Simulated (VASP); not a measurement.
# BN (I-4m2) in VASP: notebook

The runs below take BN through single point, with PBE.

Everything below comes from runs of VASP 6.6.1. Logs are shortened: lines on timing, memory, paths and dates and some standing lists are left out, and cuts for length are marked.

## (1) The cell of the first run

Symmetry: I-4m2, No. 119, tetragonal system. Conventional cell: a = 2.349 Å, b = 2.349 Å, c = 4.319 Å, α = 90.00°, β = 90.00°, γ = 90.00°. Within 2.1 Å of B (site symmetry -4m2) lie 4 N at 1.60 Å. N (site symmetry -4m2) has 4 B at 1.60 Å within 2.1 Å.

## (2) Single point, PBE

File INCAR:

```
SYSTEM = BN
PREC     = Accurate       ! precision mode
ENCUT    = 520            ! plane-wave cutoff, eV
EDIFF    = 1E-6           ! SCF threshold, eV
ISMEAR   = 0              ! smearing method
SIGMA    = 0.05           ! smearing width, eV
LREAL    = .False.        ! projectors in reciprocal space
LASPH    = .True.         ! aspherical terms in the spheres
NELM     = 80             ! most SCF steps
ALGO     = Normal         ! electronic algorithm
ISIF     = 2              ! what is computed and relaxed
LWAVE    = .False.        ! write WAVECAR
LCHARG   = .True.         ! write CHGCAR
GGA      = PE             ! functional
LELF     = .True.         ! ELF
LVHAR    = .True.       
NBANDS   = 11             ! bands
```

File KPOINTS:

```
regular mesh
0
Gamma
  12 12 12
  0 0 0
```

File POSCAR:

```
BN
1.0
    0.0000000000      1.6611808892      2.1595351560
    1.6611808892      0.0000000000      2.1595351560
    1.6611808892      1.6611808892      0.0000000000
B N
1 1
Direct
    0.0000000000      0.0000000000      0.0000000000
    0.7500000000      0.7500000000      0.7500000000
```

Potentials or basis: VASP PAW PBE potentials, release 64 (B, N).

The run is started by

```
cat potpaw_PBE.64/B/POTCAR potpaw_PBE.64/N/POTCAR > POTCAR
mpirun -np 1 vasp_std > vasp.out
```

OUTCAR:

```text
SYSTEM = BN
   PREC = Accurate
   ENCUT = 520
   EDIFF = 1E-6
   ISMEAR = 0
   LREAL = .False.
   LASPH = .True.
   NELM = 80
   ISIF = 2
   GGA = PE

 ion  position               nearest neighbor table
   1  0.000  0.000  0.000-   2 1.60   2 1.60   2 1.60   2 1.60
   2  0.750  0.750  0.750-   1 1.60   1 1.60   1 1.60   1 1.60

  LATTYP: Found a body centered tetragonal cell.
 ALAT       =     2.3492645431
 C/A-ratio  =     1.8384776311

  Lattice vectors:

 A1 = (  -1.6611808892,   0.0000000000,   2.1595351560)
 A2 = (   1.6611808892,   0.0000000000,   2.1595351560)
 A3 = (   0.0000000000,   1.6611808892,  -2.1595351560)

Analysis of symmetry for initial positions (statically):
=====================================================================
 Subroutine PRICEL returns:
 Original cell was already a primitive cell.

 Routine SETGRP: Setting up the symmetry group for a
 body centered tetragonal supercell.

 Subroutine GETGRP returns: Found  8 space group operations
 (whereof  8 operations were pure point group operations)
 out of a pool of 16 trial point group operations.

The static configuration has the point symmetry D_2d.

Analysis of symmetry for dynamics (positions and initial velocities):
=====================================================================
 Subroutine PRICEL returns:
 Original cell was already a primitive cell.

 Routine SETGRP: Setting up the symmetry group for a
 body centered tetragonal supercell.

 Subroutine GETGRP returns: Found  8 space group operations
 (whereof  8 operations were pure point group operations)
 out of a pool of 16 trial point group operations.

The dynamic configuration has the point symmetry D_2d.

 Subroutine INISYM returns: Found  8 space group operations
 (whereof  8 operations are pure point group operations),
 and found     1 'primitive' translations

----------------------------------------------------------------------------------------

                                     Primitive cell

  volume of cell :      11.9186

  direct lattice vectors                    reciprocal lattice vectors
     0.000000000  1.661180889  2.159535156    -0.300990701  0.300990701  0.231531308
     1.661180889  0.000000000  2.159535156     0.300990701 -0.300990701  0.231531308
     1.661180889  1.661180889  0.000000000     0.300990701  0.300990701 -0.231531308

  length of vectors
     2.724539234  2.724539234  2.349264543     0.484559130  0.484559130  0.484559130

  position of ions in fractional coordinates (direct lattice)
     0.000000000  0.000000000  0.000000000
     0.750000000  0.750000000  0.750000000

  ion indices of the primitive-cell ions
   primitive index   ion index
                 1           1
                 2           2

----------------------------------------------------------------------------------------

 KPOINTS: regular mesh

Automatic generation of k-mesh.
 Grid dimensions read from file:
 generate k-points for:   12   12   12

 Generating k-lattice:

  Cartesian coordinates                     Fractional coordinates (reciprocal lattice)
    -0.025082558  0.025082558  0.019294276     0.083333333  0.000000000  0.000000000
     0.025082558 -0.025082558  0.019294276     0.000000000  0.083333333  0.000000000
     0.025082558  0.025082558 -0.019294276    -0.000000000 -0.000000000  0.083333333

  Length of vectors
     0.040379928  0.040379928  0.040379928

  Shift w.r.t. Gamma in fractional coordinates (k-lattice)
     0.000000000  0.000000000  0.000000000

 Subroutine IBZKPT returns following result:
 ===========================================

 Found    163 irreducible k-points:

 Following reciprocal coordinates:
            Coordinates               Weight
  0.000000  0.000000  0.000000      1.000000
  0.083333  0.000000  0.000000      8.000000
  0.166667  0.000000  0.000000      8.000000
  0.250000  0.000000  0.000000      8.000000
  0.333333  0.000000  0.000000      8.000000
  0.416667  0.000000  0.000000      8.000000
[... 16 lines left out ...]
  0.500000  0.166667  0.000000      8.000000
 -0.416667  0.166667  0.000000      8.000000
 [... further k-points ...]
   k-points           NKPTS =    163   k-points in BZ     NKDIM =    163   number of bands    NBANDS=     11
   number of dos      NEDOS =    301   number of ions     NIONS =      2
   total plane-waves  NPLWV =   7200
   dimension x,y,z NGX =    20 NGY =   20 NGZ =   18
   dimension x,y,z NGXF=    40 NGYF=   40 NGZF=   36
   ions per type =               1   1
   NGX,Y,Z   is equivalent  to a cutoff of  12.20, 12.20, 12.74 a.u.
   NGXF,Y,Z  is equivalent  to a cutoff of  24.41, 24.41, 25.48 a.u.
 SYSTEM =  BN
   PREC   = accura    normal or accurate (medium, high low for compatibility)
   ISTART =      0    job   : 0-new  1-cont  2-samecut
   ICHARG =      2    charge: 1-file 2-atom 10-const
   ISPIN  =      1    spin polarized calculation?
   LNONCOLLINEAR =      F non collinear calculations
   LSORBIT =      F    spin-orbit coupling
   LASPH  =      T    aspherical Exc in radial PAW
   ENCUT  =  520.0 eV  38.22 Ry    6.18 a.u.   5.07  5.07  4.37*2*pi/ulx,y,z
   NELM   =     80;   NELMIN=  2; NELMDL= -5     # of ELM steps
   EDIFF  = 0.1E-05   stopping-criterion for ELM
   LREAL  =      F    real-space projection
[... 7 lines left out ...]
   TEBEG  =    0.0;   TEEND  =   0.0 temperature during run
   PSTRESS=    0.0 pullay stress
   NELECT =       8.0000    total number of electrons
   NUPDOWN=      -1.0000    fix difference up-down
   EMIN   =  10.00;   EMAX   =-10.00  energy-range for DOS
   EFERMI =   0.00;   METHOD = LEGACY
   ISMEAR =     0;   SIGMA  =   0.05  broadening in eV -4-tet -1-fermi 0-gaus
   EFERMI_NEDOS =   21; number of points for ismear=-14 and -15
   IALGO  =     38    algorithm
   IMIX   =      4    mixing-type and parameters
     AMIX     =   0.40;   BMIX     =  1.00
     AMIX_MAG =   1.60;   BMIX_MAG =  1.00
  volume/ion in A,a.u.               =       5.96        40.22
  Fermi-wavevector in a.u.,A,eV,Ry     =   1.433387  2.708709 27.954506  2.054598
  Thomas-Fermi vector in A             =   2.552911
   LORBIT       =      0    0 simple, 1 ext, 2 COOP (PROOUT), +10 PAW based schemes
   GGA     = PE    functional components
   LHFCALC =     F    Hartree Fock is set to
   AEXX    =    0.0000 exact exchange contribution
   IVDW    =     0    specifies the selected vdW correction
   LEPSILON=     F    determine dielectric tensor
   LRPA    =     F    only Hartree local field effects (RPA)
 non-spin polarized calculation
 Gauss-broadening in eV      SIGMA  =   0.05
  energy-cutoff  :      520.00
  volume of cell :       11.92
 maximum number of plane-waves:       336
   NGX = 11   NGY = 11   NGZ =  9

 number of electron       8.0000001 magnetization

 Free energy of the ion-electron system (eV)
  ---------------------------------------------------
  ext. energy  EPLUGINS =         0.00000000
  ---------------------------------------------------
  free energy    TOTEN  =       -16.16280939 eV

  energy without entropy =      -16.16280939  energy(sigma->0) =      -16.16280939

 E-fermi :   9.1260     XC(G=0): -12.8539

 val. band max:        8.7757116972   @ k =  -0.0833   0.0833   0.0000
 cond. band min:      10.6946376553   @ k =   0.5000   0.0000   0.5000
 fundamental gap:      1.9189259580
 Fermi energy:         9.1260221977

 k-point     1 :       0.0000    0.0000    0.0000
  band No.  band energies     occupation
      1     -12.6847      2.00000
      2       4.9571      2.00000
      3       8.7215      2.00000
      4       8.7215      2.00000
      5      16.1434      0.00000
      6      16.1434      0.00000
      7      16.2259      0.00000
      8      18.0008      0.00000
      9      27.0716      0.00000
     10      29.7517      0.00000
     11      32.4681      0.00000

 k-point     2 :       0.0833    0.0000    0.0000
  band No.  band energies     occupation
      1     -12.5091      2.00000
      2       4.6727      2.00000
      3       7.9117      2.00000
      4       8.6430      2.00000
      5      15.4341      0.00000
      6      16.4116      0.00000
      7      16.8530      0.00000
      8      18.7726      0.00000
      9      26.8379      0.00000
     10      30.8333      0.00000
     11      32.8430      0.00000

 k-point     3 :       0.1667    0.0000    0.0000
  band No.  band energies     occupation
      1     -11.9885      2.00000
      2       3.7596      2.00000
      3       6.2278      2.00000
      4       8.4581      2.00000
      5      14.5376      0.00000
      6      17.1127      0.00000
      7      17.8748      0.00000
      8      20.1333      0.00000
      9      27.0972      0.00000
     10      31.8693      0.00000
     11      34.8579      0.00000

 k-point     4 :       0.2500    0.0000    0.0000
  band No.  band energies     occupation
      1     -11.1457      2.00000
      2       2.0169      2.00000
      3       4.8534      2.00000
      4       8.2600      2.00000
      5      13.7267      0.00000
      6      17.9946      0.00000
      7      19.0365      0.00000
      8      21.3446      0.00000
      9      27.9901      0.00000
     10      32.3603      0.00000
     11      34.1336      0.00000
[... 239 lines left out ...]
 k-point    22 :       0.4167    0.1667    0.0000
  band No.  band energies     occupation
      1      -9.7815      2.00000
      2      -0.4516      2.00000
      3       2.6659      2.00000
      4       6.9524      2.00000
      5      16.0515      0.00000
      6      19.4102      0.00000
      7      20.5972      0.00000
      8      22.8860      0.00000
      9      27.2034      0.00000
     10      31.1669      0.00000
     11      37.1987      0.00000

 k-point    23 :       0.5000    0.1667    0.0000
  band No.  band energies     occupation
      1      -8.6645      2.00000
      2      -1.7574      2.00000
      3       1.6044      2.00000
      4       7.1661      2.00000
      5      15.5796      0.00000
      6      20.0630      0.00000
      7      20.6756      0.00000
      8      23.1044      0.00000
      9      29.1123      0.00000
     10      31.2961      0.00000
     11      35.9542      0.00000

 k-point    24 :      -0.4167    0.1667    0.0000
  band No.  band energies     occupation
      1      -7.9933      2.00000
      2      -2.5275      2.00000
      3       1.2844      2.00000
      4       7.5306      2.00000
      5      15.2720      0.00000
      6      20.3224      0.00000
      7      20.5313      0.00000
      8      22.3669      0.00000
      9      30.2110      0.00000
     10      31.9394      0.00000
     11      33.9851      0.00000

 [... further k-points ...]
[... 5 lines left out ...]
  --------------------------------------------------------------------------------------
  -------------------------------------------------------------------------------------
  Total        5.4567838      5.4567838    -10.5845816      0.0000000      0.0000000     -0.0000000
  in kB      733.5389869    733.5389869  -1422.8533822      0.0000000      0.0000000     -0.0000000
  external PRESSURE =      14.7415305 kB  Pullay stress =       0.0000000 kB

 VOLUME and BASIS-vectors are now :
 -----------------------------------------------------------------------------
  energy-cutoff  :      520.00
  volume of cell :       11.92
      direct lattice vectors                 reciprocal lattice vectors
     0.000000000  1.661180889  2.159535156    -0.300990701  0.300990701  0.231531308
     1.661180889  0.000000000  2.159535156     0.300990701 -0.300990701  0.231531308
     1.661180889  1.661180889  0.000000000     0.300990701  0.300990701 -0.231531308

 POSITION                                       TOTAL-FORCE (eV/Angst)
 -----------------------------------------------------------------------------------
      0.00000      0.00000      0.00000         0.000000      0.000000     -0.000000
      2.49177      2.49177      3.23930         0.000000      0.000000      0.000000
 -----------------------------------------------------------------------------------
    total drift:                                0.000001      0.000001     -0.000002

  FREE ENERGIE OF THE ION-ELECTRON SYSTEM (eV)
  ---------------------------------------------------
  free  energy   TOTEN  =       -16.1628093852 eV

  energy  without entropy=      -16.1628093852  energy(sigma->0) =      -16.16280939
```

Run time: 7.1 s. Hardware: 1 thread of Intel Xeon 6975P-C (Granite Rapids), shared host; peak memory 0.13 GiB.

What came out:

```yaml
Free_energy: -16.1628 eV
Pressure: 1.5 GPa
Band_gap_on_the_k_mesh: 1.92 eV, indirect (least direct gap 4.58 eV)
```

## (3) Single point, PBE

This run uses another cell than the first one, of the same volume but with other edges.

File INCAR:

```
SYSTEM = BN
  ALGO = Normal
  EDIFF = 1E-6
  ENCUT = 520
  GGA = PE
  ISIF = 2
  ISMEAR = 0
  LASPH = .TRUE.
  LCHARG = .FALSE.
  LREAL = .FALSE.
  LWAVE = .FALSE.
  NBANDS = 11
  NELM = 80
  PREC = Accurate
  SIGMA = 0.05
```

File KPOINTS:

```
k-points
0
G
  12 12 12
  0 0 0
```

File POSCAR:

```
BN
1.0
    0.0000000000      1.8640981174      1.7149702680
    1.8640981174      0.0000000000      1.7149702680
    1.8640981174      1.8640981174      0.0000000000
B N
1 1
Direct
    0.0000000000      0.0000000000      0.0000000000
    0.7500000000      0.7500000000      0.7500000000
```

Potentials or basis: VASP PAW PBE potentials, release 64 (B, N).

The run is started by

```
cat potpaw_PBE.64/B/POTCAR potpaw_PBE.64/N/POTCAR > POTCAR
mpirun -np 1 vasp_std > vasp.out
```

It took 7.5 s on 1 thread of Intel Xeon 6975P-C (Granite Rapids), shared host; peak memory 0.13 GiB.

The run converged. Its results:

| Item | Value |
| --- | --- |
| Free energy | -17.3540 eV |
| Pressure | -0.3 GPa |
| Band gap on the k mesh | 3.10 eV, indirect (least direct gap 7.97 eV) |

Stress tensor (GPa, compression positive):
```
-15.33   0.00   0.00
  0.00 -15.33   0.00
  0.00   0.00  29.71
```

Levels at points of the mesh, in eV from the valence-band top:
```csv
k point,band 1,band 2,band 3,band 4,band 5,band 6,band 7,band 8,band 9
"(0.00, 0.00, 0.00)",-20.60,-0.71,-0.71,0.00,7.97,8.56,8.56,9.69,24.15
"(0.50, 0.00, 0.00)",-16.40,-11.07,-2.98,-1.81,8.56,9.72,11.57,14.74,22.67
"(0.50, 0.50, 0.00)",-14.44,-8.50,-6.04,-6.04,3.10,7.40,17.38,17.38,21.22
"(0.50, 0.00, 0.50)",-15.37,-9.72,-4.93,-4.90,4.49,9.41,16.40,17.52,19.45
```

 A k mesh can miss the band edges.

## (4) Single point, PBE

This run uses another cell than the first one, of the same volume but with other edges.

File INCAR:

```
SYSTEM = BN
PREC = Accurate
ENCUT = 520
EDIFF = 1E-6
ISMEAR = 0
SIGMA = 0.05
LREAL = .FALSE.
LASPH = .TRUE.
NELM = 80
ALGO = Normal
ISIF = 2
LWAVE = .FALSE.
LCHARG = .FALSE.
GGA = PE
NBANDS = 11
```

File KPOINTS:

```
Automatic mesh
0
G
  12 12 12
  0 0 0
```

File POSCAR:

```
BN
1.0
    0.0000000000      2.0929567700      1.3604219005
    2.0929567700      0.0000000000      1.3604219005
    2.0929567700      2.0929567700      0.0000000000
B N
1 1
Direct
    0.0000000000      0.0000000000      0.0000000000
    0.7500000000      0.7500000000      0.7500000000
```

The run is started by

```
cat potpaw_PBE.64/B/POTCAR potpaw_PBE.64/N/POTCAR > POTCAR
mpirun -np 1 vasp_std > vasp.out
```

Run time: 7.9 s. Hardware: 1 thread of Intel Xeon 6975P-C (Granite Rapids), shared host; peak memory 0.13 GiB.

The run converged. Its results:

```yaml
Free_energy: -15.5390 eV
Pressure: -6.3 GPa
Band_gap_on_the_k_mesh: zero (band 4 reaches 9.50 eV, above the bottom of band 5 at 9.43 eV)
```

Stress tensor (GPa, compression positive):
```
-57.68   0.00   0.00
  0.00 -57.68   0.00
  0.00   0.00  96.60
```

Levels at points of the mesh, in eV from the Fermi level:
```tsv
k point	band 2	band 3	band 4	band 5	band 6	band 7
(0.00, 0.00, 0.00)	-2.75	-2.75	0.08	6.70	7.23	9.47
(0.50, 0.00, 0.00)	-11.94	-5.65	-2.35	2.76	6.40	10.98
(0.50, 0.50, 0.00)	-9.57	-9.57	-5.59	0.67	0.75	15.48
(0.50, 0.00, 0.50)	-12.54	-3.48	-3.46	6.32	10.20	11.90
```

## (5) Single point, PBE

This run uses another cell than the first one, of the same volume but with other edges.

File INCAR:

```
SYSTEM = BN
  PREC = Accurate
  ENCUT = 520
  EDIFF = 1E-6
  ISMEAR = 0
  SIGMA = 0.05
  LREAL = .FALSE.
  LASPH = .TRUE.
  NELM = 100
  ALGO = Normal
  ISIF = 2
  LWAVE = .FALSE.
  LCHARG = .FALSE.
  GGA = PE
  NBANDS = 11
```

File KPOINTS:

```
regular mesh
0
G
  12 12 12
  0 0 0
```

File POSCAR:

```
BN
1.0
    0.0000000000      1.5838022561      2.3757033842
    1.5838022561      0.0000000000      2.3757033842
    1.5838022561      1.5838022561      0.0000000000
B N
1 1
Direct
    0.0000000000      0.0000000000      0.0000000000
    0.7500000000      0.7500000000      0.7500000000
```

The run is started by

```
cat potpaw_PBE.64/B/POTCAR potpaw_PBE.64/N/POTCAR > POTCAR
mpirun -np 1 vasp_std > vasp.out
```

It took 6.2 s on 1 thread of Intel Xeon 6975P-C (Granite Rapids), shared host; peak memory 0.14 GiB.

Results (log left out):

* Free energy: -14.0991 eV
* Pressure: 7.8 GPa
* Band gap on the k mesh: zero (band 4 reaches 10.33 eV, above the bottom of band 5 at 10.26 eV)

Stress tensor (GPa, compression positive):
```
 129.68    0.00    0.00
   0.00  129.68    0.00
   0.00    0.00 -235.98
```

Levels at points of the mesh, in eV from the Fermi level:
```csv
k point,band 2,band 3,band 4,band 5,band 6,band 7
"(0.00, 0.00, 0.00)",-6.93,-0.30,-0.30,2.98,6.43,6.43
"(0.50, 0.00, 0.00)",-12.96,-7.60,-0.38,-0.04,9.90,10.55
"(0.50, 0.50, 0.00)",-14.95,-2.98,-2.98,7.48,11.20,12.89
"(0.50, 0.00, 0.50)",-9.27,-8.19,-8.01,0.03,4.32,8.60
```

## (6) Summary

| cell | gap on the mesh (eV) | pressure (GPa) |
| --- | --- | --- |
| a = 2.725, b = 2.725, c = 2.349 Å, angles 64.5, 64.5, 51.1°, 2 atoms | 1.92 | 1.5 |
| a = 2.533, b = 2.533, c = 2.636 Å, angles 58.6, 58.6, 62.7°, 2 atoms | 3.10 | -0.3 |
| a = 2.496, b = 2.496, c = 2.960 Å, angles 53.6, 53.6, 72.7°, 2 atoms | none | -6.3 |
| a = 2.855, b = 2.855, c = 2.240 Å, angles 66.9, 66.9, 46.2°, 2 atoms | none | 7.8 |

Alike in all rows: task single point; level PBE; potentials or basis VASP PAW PBE potentials, release 64 (B, N); no spin polarisation; k mesh 12 × 12 × 12; cutoff (eV) 520; smearing gaussian 0.05 eV.

Absolute energies hang on the potentials; compare differences alone.
